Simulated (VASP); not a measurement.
Wanted: the native input for a VASP 6.6.1 run.

| Quantity | Value |
| --- | --- |
| Task | single point |
| Functional | PBE-based screened hybrid with 50 % exact exchange |
| Potentials or basis | VASP PAW PBE potentials, release 64 (Cd, F) |
| Cutoff | 520 eV |
| k mesh | 4 × 4 × 4 |
| Occupations | gaussian, width 0.01 eV |
| Spin | no spin polarisation |
| Dipole correction | no |
| Grid for exact exchange (PRECFOCK) | Normal |
| Share of exact exchange | 0.5 |
| Further INCAR settings | ALGO = Normal; EDIFF = 1e-07; NBANDS = 20 |
| Screening parameter | 0.5 1/Å |

Crystal: CdF2.

```
Cd F
1.0
     0.00000    2.69418    2.69418
     2.69418    0.00000    2.69418
     2.69418    2.69418    0.00000
Cd F
1 2
Direct
  0.00000 0.00000 0.00000
  0.25000 0.25000 0.25000
  0.75000 0.75000 0.75000
```

One way to write it, as run:

POSCAR

```
CdF2
1.0
    0.0000000000      2.6941776810      2.6941776810
    2.6941776810      0.0000000000      2.6941776810
    2.6941776810      2.6941776810      0.0000000000
Cd F
1 2
Direct
    0.0000000000      0.0000000000      0.0000000000
    0.2500000000      0.2500000000      0.2500000000
    0.7500000000      0.7500000000      0.7500000000
```

INCAR.step1

```
SYSTEM = CdF2
PREC = Accurate
ENCUT = 520
EDIFF = 1E-5
ISMEAR = 0
SIGMA = 0.01
LREAL = .False.
LASPH = .True.
NELM = 100
ALGO = Normal
ISIF = 2
LWAVE = .True.
NBANDS = 20
GGA = PE
```

INCAR.step2

```
SYSTEM = CdF2
PREC = Accurate
ENCUT = 520
EDIFF = 1E-7
ISMEAR = 0
SIGMA = 0.01
LREAL = .False.
LASPH = .True.
NELM = 100
ALGO = Normal
ISIF = 2
LWAVE = .False.
LCHARG = .True.
GGA = PE
LHFCALC = .True.
AEXX = 0.5
HFSCREEN = 0.5
PRECFOCK = Normal
LELF = .True.
LVHAR = .True.
NBANDS = 20
ISTART = 1
```

KPOINTS

```
regular mesh
0
Gamma
  4 4 4
  0 0 0
```

Potentials or basis: VASP PAW PBE potentials, release 64 (Cd, F).

Launch:

```console
$ cat potpaw_PBE.64/Cd/POTCAR potpaw_PBE.64/F/POTCAR > POTCAR
$ cp INCAR.step1 INCAR
$ mpirun -np 1 vasp_std > vasp.out
$ cp INCAR.step2 INCAR
$ mpirun -np 1 vasp_std > vasp.out
```

Results of the run:

```json
{
  "Pressure": "0.5 GPa",
  "Band gap on the k mesh": "5.86 eV (least direct gap 6.49 eV)"
}
```

Caveat: the k points lie up to 0.50 Å⁻¹ apart; the PAW data sets were made with another functional, which shifts forces and pressure a little.

Wall time 6.7 min on 1 thread of Intel(R) Xeon(R) 6975P-C (Granite Rapids) (shared host), peak memory 0.27 GiB.
